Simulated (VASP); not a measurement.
# MgO (I4mm) in VASP: a series of runs

MgO is run at these levels: PBEsol; tasks: single point.

Program: VASP 6.6.1. These are calculated values, not measurements. Logs are shortened: lines on timing, memory, paths and dates and some standing lists are left out, and cuts for length are marked.

### 1 The cell of the first run

It takes space group I4mm (No. 107, tetragonal). The conventional cell has a = 3.020 Å, b = 3.020 Å, c = 4.270 Å, α = 90.00°, β = 90.00°, γ = 90.00°. Within 2.0 Å of Mg (site symmetry 4mm) lie 1 O at 1.54 Å. O (site symmetry 4mm) has 1 Mg at 1.54 Å within 2.0 Å.

### 2 Single point, PBEsol (atom 2 (O) moved by (+0.000, -0.600) A along [1 1 0] and z)

Contents of INCAR:

```
SYSTEM = MgO
PREC = Accurate
ENCUT = 520
EDIFF = 1E-6
ISMEAR = 0
SIGMA = 0.05
LREAL = .FALSE.
LASPH = .TRUE.
NELM = 60
ALGO = Normal
ISIF = 2
LWAVE = .FALSE.
LCHARG = .TRUE.
GGA = PS
LELF = .TRUE.
LVHAR = .TRUE.
NBANDS = 11
```

Contents of KPOINTS:

```
regular mesh
0
G
  10 10 10
  0 0 0
```

Contents of POSCAR:

```
MgO
1.0
    0.0000000000      2.1351500000      2.1351500000
    2.1351500000      0.0000000000      2.1351500000
    2.1351500000      2.1351500000      0.0000000000
Mg O
1 1
Direct
    0.0000000000      0.0000000000      0.0000000000
    0.3594946491      0.3594946491      0.6405053509
```

Potentials or basis: VASP PAW PBE potentials, release 64 (Mg, O).

The run is started by

```console
$ cat potpaw_PBE.64/Mg/POTCAR potpaw_PBE.64/O/POTCAR > POTCAR
$ mpirun -np 1 vasp_std > vasp.out
```

OUTCAR:

```text
SYSTEM = MgO
   PREC = Accurate
   ENCUT = 520
   EDIFF = 1E-6
   ISMEAR = 0
   LREAL = .FALSE.
   LASPH = .TRUE.
   NELM = 60
   ISIF = 2
   GGA = PS

 ion  position               nearest neighbor table
   1  0.000  0.000  0.000-   2 1.54   2 2.22   2 2.22   2 2.22   2 2.22   2 2.74
   2  0.359  0.359  0.641-   1 1.54   1 2.22   1 2.22   1 2.22   1 2.22   1 2.74

  LATTYP: Found a face centered cubic cell.
 ALAT       =     4.2703000000

  Lattice vectors:

 A1 = (   0.0000000000,   2.1351500000,   2.1351500000)
 A2 = (   2.1351500000,   0.0000000000,   2.1351500000)
 A3 = (   2.1351500000,   2.1351500000,   0.0000000000)

Analysis of symmetry for initial positions (statically):
=====================================================================
 Subroutine PRICEL returns:
 Original cell was already a primitive cell.

 Routine SETGRP: Setting up the symmetry group for a
 face centered cubic supercell.

 Subroutine GETGRP returns: Found  8 space group operations
 (whereof  8 operations were pure point group operations)
 out of a pool of 48 trial point group operations.

The static configuration has the point symmetry C_4v.

Analysis of symmetry for dynamics (positions and initial velocities):
=====================================================================
 Subroutine PRICEL returns:
 Original cell was already a primitive cell.

 Routine SETGRP: Setting up the symmetry group for a
 face centered cubic supercell.

 Subroutine GETGRP returns: Found  8 space group operations
 (whereof  8 operations were pure point group operations)
 out of a pool of 48 trial point group operations.

The dynamic configuration has the point symmetry C_4v.

 Subroutine INISYM returns: Found  8 space group operations
 (whereof  8 operations are pure point group operations),
 and found     1 'primitive' translations

----------------------------------------------------------------------------------------

                                     Primitive cell

  volume of cell :      19.4677

  direct lattice vectors                    reciprocal lattice vectors
     0.000000000  2.135150000  2.135150000    -0.234175585  0.234175585  0.234175585
     2.135150000  0.000000000  2.135150000     0.234175585 -0.234175585  0.234175585
     2.135150000  2.135150000  0.000000000     0.234175585  0.234175585 -0.234175585

  length of vectors
     3.019558088  3.019558088  3.019558088     0.405604011  0.405604011  0.405604011

  position of ions in fractional coordinates (direct lattice)
     0.000000000  0.000000000  0.000000000
     0.359494649  0.359494649  0.640505351

[... 85 lines left out ...]
   TEBEG  =    0.0;   TEEND  =   0.0 temperature during run
   PSTRESS=    0.0 pullay stress
   NELECT =       8.0000    total number of electrons
   NUPDOWN=      -1.0000    fix difference up-down
   EMIN   =  10.00;   EMAX   =-10.00  energy-range for DOS
   EFERMI =   0.00;   METHOD = LEGACY
   ISMEAR =     0;   SIGMA  =   0.05  broadening in eV -4-tet -1-fermi 0-gaus
   EFERMI_NEDOS =   21; number of points for ismear=-14 and -15
   IALGO  =     38    algorithm
   IMIX   =      4    mixing-type and parameters
     AMIX     =   0.40;   BMIX     =  1.00
     AMIX_MAG =   1.60;   BMIX_MAG =  1.00
  volume/ion in A,a.u.               =       9.73        65.69
  Fermi-wavevector in a.u.,A,eV,Ry     =   1.217119  2.300022 20.155386  1.481379
  Thomas-Fermi vector in A             =   2.352450
   LORBIT       =      0    0 simple, 1 ext, 2 COOP (PROOUT), +10 PAW based schemes
   GGA     = PS    functional components
   LHFCALC =     F    Hartree Fock is set to
   AEXX    =    0.0000 exact exchange contribution
   IVDW    =     0    specifies the selected vdW correction
   LEPSILON=     F    determine dielectric tensor
   LRPA    =     F    only Hartree local field effects (RPA)
 non-spin polarized calculation
 Gauss-broadening in eV      SIGMA  =   0.05
  energy-cutoff  :      520.00
  volume of cell :       19.47
 maximum number of plane-waves:       544
   NGX = 11   NGY = 11   NGZ = 11

 number of electron       8.0000000 magnetization

 Free energy of the ion-electron system (eV)
  ---------------------------------------------------
  ext. energy  EPLUGINS =         0.00000000
  ---------------------------------------------------
  free energy    TOTEN  =       -10.28352280 eV

  energy without entropy =      -10.28352280  energy(sigma->0) =      -10.28352280

 E-fermi :   2.7356     XC(G=0): -10.9762

 val. band max:        2.4494582996   @ k =   0.0000   0.1000   0.1000
 cond. band min:       6.6709569914   @ k =   0.0000   0.0000   0.0000
 fundamental gap:      4.2214986918
 Fermi energy:         2.7356277919

 k-point     1 :       0.0000    0.0000    0.0000
  band No.  band energies     occupation
      1     -14.3379      2.00000
      2       2.3207      2.00000
      3       2.3838      2.00000
      4       2.3838      2.00000
      5       6.6710      0.00000
      6      18.7114      0.00000
      7      19.3950      0.00000
      8      19.3950      0.00000
      9      21.1991      0.00000
     10      23.9128      0.00000
     11      24.4865      0.00000
[... 309 lines left out ...]
 k-point    24 :       0.0000   -0.1000    0.1000
  band No.  band energies     occupation
      1     -14.0948      2.00000
      2       1.1034      2.00000
      3       2.0977      2.00000
      4       2.4105      2.00000
      5       7.9745      0.00000
      6      16.0906      0.00000
      7      18.7253      0.00000
      8      19.9122      0.00000
      9      22.5001      0.00000
     10      23.6306      0.00000
     11      24.1192      0.00000

 [... further k-points ...]

------------------------ aborting loop because EDIFF is reached ----------------------------------------

  FORCE on cell =-STRESS in cart. coord.  units (eV):
  Direction    XX          YY          ZZ          XY          YZ          ZX
  --------------------------------------------------------------------------------------
  -------------------------------------------------------------------------------------
  Total       -1.2701182     -1.2701182     18.9866293      0.0000000     -0.0000000      0.0000000
  in kB     -104.5296667   -104.5296667   1562.5836828      0.0000000     -0.0000000      0.0000000
  external PRESSURE =     451.1747832 kB  Pullay stress =       0.0000000 kB

 VOLUME and BASIS-vectors are now :
 -----------------------------------------------------------------------------
  energy-cutoff  :      520.00
  volume of cell :       19.47
      direct lattice vectors                 reciprocal lattice vectors
     0.000000000  2.135150000  2.135150000    -0.234175585  0.234175585  0.234175585
     2.135150000  0.000000000  2.135150000     0.234175585 -0.234175585  0.234175585
     2.135150000  2.135150000  0.000000000     0.234175585  0.234175585 -0.234175585

 POSITION                                       TOTAL-FORCE (eV/Angst)
 -----------------------------------------------------------------------------------
      0.00000      0.00000      0.00000         0.000000      0.000000    -13.263579
      2.13515      2.13515      1.53515         0.000000      0.000000     13.263579
 -----------------------------------------------------------------------------------
    total drift:                                0.000001      0.000001      0.001064

  FREE ENERGIE OF THE ION-ELECTRON SYSTEM (eV)
  ---------------------------------------------------
  free  energy   TOTEN  =       -10.2835227953 eV

  energy  without entropy=      -10.2835227953  energy(sigma->0) =      -10.28352280
```

stdout:

```text
POSCAR found type information on POSCAR MgO
 POSCAR found :  2 types and       2 ions
 scaLAPACK will be used
 -----------------------------------------------------------------------------
|                                                                             |
|                                                                             |
|     You enforced a specific xc type in the INCAR file but a different       |
|     I HOPE YOU KNOW WHAT YOU ARE DOING!                                     |
|                                                                             |
 -----------------------------------------------------------------------------

 LDA part: xc-table for (Slater+PW92), standard interpolation
 POSCAR, INCAR and KPOINTS ok, starting setup
 FFT: planning ... GRIDC
 FFT: planning ... GRID_SOFT
 FFT: planning ... GRID
 WAVECAR not read
 entering main loop
```

Run time: 9.8 s. Hardware: 1 thread of Intel Xeon 6975P-C (Granite Rapids), shared host; peak memory 0.15 GiB.

What came out:

```
Free energy            : -10.2835 eV
Pressure               : 45.1 GPa
Largest force          : 13.264 eV/Å
Band gap on the k mesh : 4.22 eV, indirect (least direct gap 4.29 eV)
```

Forces in eV/Å, atoms in the order of the input:
```
Mg    0.000   0.000 -13.264
O     0.000   0.000  13.264
```

Caveat: the cell differs from its parent crystal (atom 2 (O) moved by (+0.000, -0.600) A along [1 1 0] and z); the PAW data sets were made with another functional, which shifts forces and pressure a little. A k mesh can miss the band edges.

### 3 Single point, PBEsol (atom 2 (O) moved by (+0.000, -0.300) A along [1 1 0] and z)

Contents of INCAR:

```
  PREC = Accurate
  ENCUT = 520
  EDIFF = 1E-6
  ISMEAR = 0
  SIGMA = 0.05
  LREAL = False
  LASPH = True
  NELM = 60
  ALGO = Normal
  ISIF = 2
  LWAVE = False
  LCHARG = False
  GGA = PS
  NBANDS = 11
```

Contents of KPOINTS:

```
Automatic mesh
0
Gamma
  10 10 10
```

POSCAR, as its differences from that of step 2:

```diff
@@ -9,2 +9,2 @@
     0.0000000000      0.0000000000      0.0000000000
-    0.3594946491      0.3594946491      0.6405053509
+    0.4297473245      0.4297473245      0.5702526755
```

Potentials or basis: VASP PAW PBE potentials, release 64 (Mg, O).

The run is started by

```console
$ cat potpaw_PBE.64/Mg/POTCAR potpaw_PBE.64/O/POTCAR > POTCAR
$ mpirun -np 1 vasp_std > vasp.out
```

Run time: 11 s. Hardware: 1 thread of Intel Xeon 6975P-C (Granite Rapids), shared host; peak memory 0.15 GiB.

The run converged. Its results:

```
Free energy            : -12.2250 eV
Pressure               : 2.4 GPa
Largest force          : 2.333 eV/Å
Band gap on the k mesh : 4.24 eV, direct
```

Forces in eV/Å, atoms in the order of the input:
```
Mg   0.000  0.000 -2.333
O    0.000  0.000  2.333
```

Stress tensor (GPa, compression positive):
```
-7.65  0.00  0.00
 0.00 -7.65  0.00
 0.00  0.00 22.63
```

Levels at points of the mesh, in eV from the valence-band top:
```tsv
k point	band 1	band 2	band 3	band 4	band 5	band 6	band 7	band 8	band 9
(0.00, 0.00, 0.00)	-16.96	-0.10	0.00	0.00	4.24	15.63	15.80	15.80	19.03
(0.50, 0.00, 0.00)	-15.78	-4.42	-0.59	-0.55	7.57	11.77	15.76	16.02	19.96
(0.50, 0.50, 0.00)	-15.53	-3.81	-1.25	-1.25	8.96	8.99	12.64	18.37	18.37
(0.00, 0.50, 0.50)	-15.52	-3.91	-1.33	-1.26	9.12	9.19	12.64	18.15	18.78
```

Caveat: the cell differs from its parent crystal (atom 2 (O) moved by (+0.000, -0.300) A along [1 1 0] and z); the PAW data sets were made with another functional, which shifts forces and pressure a little.
